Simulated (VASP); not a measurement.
# V (C2/m) in VASP: single point with PBE

Aim: the single point of V with PBE.

Everything below comes from runs of VASP 6.6.1. Logs are shortened: lines on timing, memory, paths and dates and some standing lists are left out, and cuts for length are marked.

## Step 1: The cell of the first run

The typed cell holds 1 atom: a = 2.595 Å, b = 2.597 Å, c = 2.997 Å, α = 54.68°, β = 54.78°, γ = 70.52°.

## Step 2: Single point, PBE

Input file INCAR:

```
PREC = Accurate
ENCUT = 520
EDIFF = 1E-6
ISMEAR = 0
SIGMA = 0.1
LREAL = False
LASPH = True
NELM = 60
ALGO = Fast
ISIF = 2
LWAVE = False
LCHARG = True
GGA = PE
LELF = True
LVHAR = True
NBANDS = 12
```

Input file KPOINTS:

```
regular mesh
0
Gamma
  20 20 20
```

Input file POSCAR:

```
V
1.0
    2.5601799861     -0.2090968057      0.3658250121
    1.0171844598      2.3602111516      0.3729558831
    1.4731416948      0.8837943360      2.4558078893
V
1
Direct
    0.0000000000      0.0000000000      0.0000000000
```

Potentials or basis: VASP PAW PBE potentials, release 64 (V_sv).

Launch:

```
> cat potpaw_PBE.64/V_sv/POTCAR > POTCAR
> mpirun -np 1 vasp_std > vasp.out
```

OUTCAR:

```text
PREC = Accurate
   ENCUT = 520
   EDIFF = 1E-6
   ISMEAR = 0
   LREAL = False
   LASPH = True
   NELM = 60
   ISIF = 2
   GGA = PE

 ion  position               nearest neighbor table
   1  0.000  0.000  0.000-

  LATTYP: Found a base centered monoclinic cell.
 ALAT       =     4.2348623406
 B/A-ratio  =     1.0016937563
 C/A-ratio  =     1.5410059710
 COS(beta)  =    -0.9732798597

  Lattice vectors:

 A1 = (   1.4731416948,   0.8837943360,   2.4558078893)
 A2 = (   1.5429955263,  -2.5693079573,  -0.0071308710)
 A3 = (  -3.4720944561,   3.1619304369,  -4.5315290245)

Analysis of symmetry for initial positions (statically):
=====================================================================
 Subroutine PRICEL returns:
 Original cell was already a primitive cell.

 Routine SETGRP: Setting up the symmetry group for a
 base centered monoclinic supercell.

 Subroutine GETGRP returns: Found  4 space group operations
 (whereof  4 operations were pure point group operations)
 out of a pool of  4 trial point group operations.

The static configuration has the point symmetry C_2h.

Analysis of symmetry for dynamics (positions and initial velocities):
=====================================================================
 Subroutine PRICEL returns:
 Original cell was already a primitive cell.

 Routine SETGRP: Setting up the symmetry group for a
 base centered monoclinic supercell.

 Subroutine GETGRP returns: Found  4 space group operations
 (whereof  4 operations were pure point group operations)
 out of a pool of  4 trial point group operations.

The dynamic configuration has the point symmetry C_2h.

 Subroutine INISYM returns: Found  4 space group operations
 (whereof  4 operations are pure point group operations),
 and found     1 'primitive' translations

----------------------------------------------------------------------------------------

                                     Primitive cell

  volume of cell :      13.4599

  direct lattice vectors                    reciprocal lattice vectors
     2.560179986 -0.209096806  0.365825012     0.406141256 -0.144770539 -0.191528107
     1.017184460  2.360211152  0.372955883     0.062171150  0.427076766 -0.190990078
     1.473141695  0.883794336  2.455807889    -0.069941842 -0.043293333  0.464733683

  length of vectors
     2.594623475  2.596989988  2.997037082     0.471796825  0.471950237  0.471957170

[... 85 lines left out ...]
   ISYM   =      2    0-nonsym 1-usesym 2-fastsym
   POTIM  = 0.5000    time-step for ionic-motion
   TEBEG  =    0.0;   TEEND  =   0.0 temperature during run
   PSTRESS=    0.0 pullay stress
   NELECT =      13.0000    total number of electrons
   NUPDOWN=      -1.0000    fix difference up-down
   EMIN   =  10.00;   EMAX   =-10.00  energy-range for DOS
   EFERMI =   0.00;   METHOD = LEGACY
   ISMEAR =     0;   SIGMA  =   0.10  broadening in eV -4-tet -1-fermi 0-gaus
   EFERMI_NEDOS =   21; number of points for ismear=-14 and -15
   IALGO  =     68    algorithm
   IMIX   =      4    mixing-type and parameters
     AMIX     =   0.40;   BMIX     =  1.00
     AMIX_MAG =   1.60;   BMIX_MAG =  1.00
  volume/ion in A,a.u.               =      13.46        90.83
  Fermi-wavevector in a.u.,A,eV,Ry     =   1.618238  3.058026 35.629485  2.618693
  Thomas-Fermi vector in A             =   2.712533
   LORBIT       =      0    0 simple, 1 ext, 2 COOP (PROOUT), +10 PAW based schemes
   GGA     = PE    functional components
   LHFCALC =     F    Hartree Fock is set to
   AEXX    =    0.0000 exact exchange contribution
   IVDW    =     0    specifies the selected vdW correction
   LEPSILON=     F    determine dielectric tensor
   LRPA    =     F    only Hartree local field effects (RPA)
 non-spin polarized calculation
 RMM-DIIS sequential band-by-band and
 Gauss-broadening in eV      SIGMA  =   0.10
  energy-cutoff  :      520.00
  volume of cell :       13.46
 maximum number of plane-waves:       373
   NGX =  9   NGY =  9   NGZ = 11

 number of electron      12.9999996 magnetization

 Free energy of the ion-electron system (eV)
  ---------------------------------------------------
  ext. energy  EPLUGINS =         0.00000000
  ---------------------------------------------------
  free energy    TOTEN  =        -8.99675541 eV

  energy without entropy =       -8.98798330  energy(sigma->0) =       -8.99236935

 E-fermi :   9.7120     XC(G=0): -12.9091

 val. band max:        9.7119063579   @ k =  -0.1000   0.0500   0.1000
 cond. band min:       9.7124051895   @ k =   0.3000  -0.0500   0.3500
 fundamental gap:      0.0004988315
 Fermi energy:         9.7119645087

 k-point     1 :       0.0000    0.0000    0.0000
  band No.  band energies     occupation
      1     -54.0072      2.00000
      2     -27.3086      2.00000
      3     -27.3067      2.00000
      4     -27.3043      2.00000
      5       3.1279      2.00000
      6      10.1154      0.00000
      7      10.1259      0.00000
      8      10.1346      0.00000
      9      12.1363      0.00000
     10      12.1363      0.00000
     11      30.1912      0.00000
     12      30.2280      0.00000
[... 331 lines left out ...]
 k-point    24 :      -0.4000    0.0500    0.0000
  band No.  band energies     occupation
      1     -53.8249      2.00000
      2     -28.1186      2.00000
      3     -27.5695      2.00000
      4     -27.3282      2.00000
      5       6.5656      2.00000
      6       8.7939      2.00000
      7      10.2710      0.00000
      8      12.0064      0.00000
      9      12.7079      0.00000
     10      13.3599      0.00000
     11      21.3029      0.00000
     12      26.1747      0.00000

 [... further k-points ...]

------------------------ aborting loop because EDIFF is reached ----------------------------------------

  FORCE on cell =-STRESS in cart. coord.  units (eV):
  Direction    XX          YY          ZZ          XY          YZ          ZX
  --------------------------------------------------------------------------------------
  -------------------------------------------------------------------------------------
  Total        0.0332149      0.0308399      0.0332125     -0.0009482     -0.0033580      0.0014615
  in kB        3.9536872      3.6709876      3.9534008     -0.1128675     -0.3997208      0.1739683
  external PRESSURE =       3.8593585 kB  Pullay stress =       0.0000000 kB

 VOLUME and BASIS-vectors are now :
 -----------------------------------------------------------------------------
  energy-cutoff  :      520.00
  volume of cell :       13.46
      direct lattice vectors                 reciprocal lattice vectors
     2.560179986 -0.209096806  0.365825012     0.406141256 -0.144770539 -0.191528107
     1.017184460  2.360211152  0.372955883     0.062171150  0.427076766 -0.190990078
     1.473141695  0.883794336  2.455807889    -0.069941842 -0.043293333  0.464733683

 POSITION                                       TOTAL-FORCE (eV/Angst)
 -----------------------------------------------------------------------------------
      0.00000      0.00000      0.00000         0.000000      0.000000      0.000000
 -----------------------------------------------------------------------------------
    total drift:                               -0.000000      0.000000     -0.000000

  FREE ENERGIE OF THE ION-ELECTRON SYSTEM (eV)
  ---------------------------------------------------
  free  energy   TOTEN  =        -8.9967554059 eV

  energy  without entropy=       -8.9879833023  energy(sigma->0) =       -8.99236935
```

It took 3 min on 1 thread of Intel Xeon Platinum 8488C (Sapphire Rapids), shared host; peak memory 0.42 GiB.

Results:

```yaml
Free_energy: -8.9968 eV
Pressure: 0.4 GPa
Band_gap_on_the_k_mesh: zero (an odd number of electrons rules out a gap without spin polarisation)
```

Levels at points of the mesh, in eV from the Fermi level:
```
           k point  band 3  band 4  band 5  band 6  band 7  band 8  band 9  band 10  band 11  band 12
(0.00, 0.00, 0.00)  -37.02  -37.02   -6.58    0.40    0.41    0.42    2.42     2.42    20.48    20.52
(0.50, 0.00, 0.00)  -37.30  -37.02   -3.17   -1.13    1.64    2.43    2.79     4.12    10.18    15.90
(0.00, 0.50, 0.00)  -37.30  -37.03   -3.17   -1.13    1.65    2.42    2.78     4.12    10.18    15.90
(0.50, 0.50, 0.00)  -37.63  -37.63   -2.99   -2.99    3.72    3.72    3.73    10.21    10.21    10.22
(0.50, 0.00, 0.50)  -37.30  -37.03   -3.17   -1.12    1.66    2.42    2.78     4.12    10.20    15.88
(0.00, 0.50, 0.50)  -37.30  -37.02   -3.17   -1.13    1.63    2.43    2.79     4.11    10.16    15.91
```
